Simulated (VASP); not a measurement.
Write the native input for VASP 6.6.1 that does the following.

```
Task                   : relaxation of cell and atoms
Functional             : PBEsol
Potentials or basis    : VASP PAW PBE potentials, release 64 (Ga_d)
Cutoff                 : 600 eV
k mesh                 : 15 × 15 × 8
Occupations            : fermi-dirac, width 0.1 eV
Spin                   : no spin polarisation
Target pressure        : 8 GPa
Dipole correction      : no
Further INCAR settings : ALGO = Normal; EDIFF = 1e-06; IBRION = 2; EDIFFG = -0.005; NSW = 32; ISIF = 3
```

The structure of Ga lies in POSCAR:

```
Ga
1.0
    2.7980279080      0.0000000000      0.0000000000
   -1.3990139540      2.4231632488      0.0000000000
    0.0000000000      0.0000000000      4.7302392020
Ga
2
Direct
    0.3333333333      0.6666666667      0.2500000000
    0.6666666667      0.3333333333      0.7500000000
```

This isn't the form of Ga at room conditions, which is orthorhombic.

The input as run:

INCAR

```
PREC = Accurate
ENCUT = 600
EDIFF = 1E-6
ISMEAR = -1
SIGMA = 0.1
LREAL = False
LASPH = True
NELM = 80
ALGO = Normal
ISIF = 3
LWAVE = False
LCHARG = False
GGA = PS
IBRION = 2
NSW = 32
EDIFFG = -0.005
PSTRESS = 80.0
```

KPOINTS

```
Automatic mesh
0
Gamma
  15 15 8
```

Potentials or basis: VASP PAW PBE potentials, release 64 (Ga_d).

The run is started by

```sh
$ cat potpaw_PBE.64/Ga_d/POTCAR > POTCAR
$ mpirun -np 1 vasp_std > vasp.out
```

It gave:

The relaxed volume is 16.05 Å³/atom and the relaxed cell is a = 2.799 Å, b = 2.799 Å, c = 4.732 Å, α = 90.00°, β = 90.00°, γ = 120.00°. The space group after relaxing (to 0.1 Å) is P6_3/mmc (No. 194) and the energy change on relaxing (the run minimises the enthalpy) is -0.5 meV/atom. The ionic steps are 3, the pressure after relaxing is 8.0 GPa and the band gap on the k mesh is zero (bands 13 and 14 overlap by 8.03 eV).

Caveat: the cell is relaxed towards a set pressure, so the run minimises the enthalpy, not the energy; the PAW data sets were made with another functional, which shifts forces and pressure a little.

Run time: 48 s on 1 thread of Intel(R) Xeon(R) 6975P-C (Granite Rapids) (shared host), peak memory 0.21 GiB.
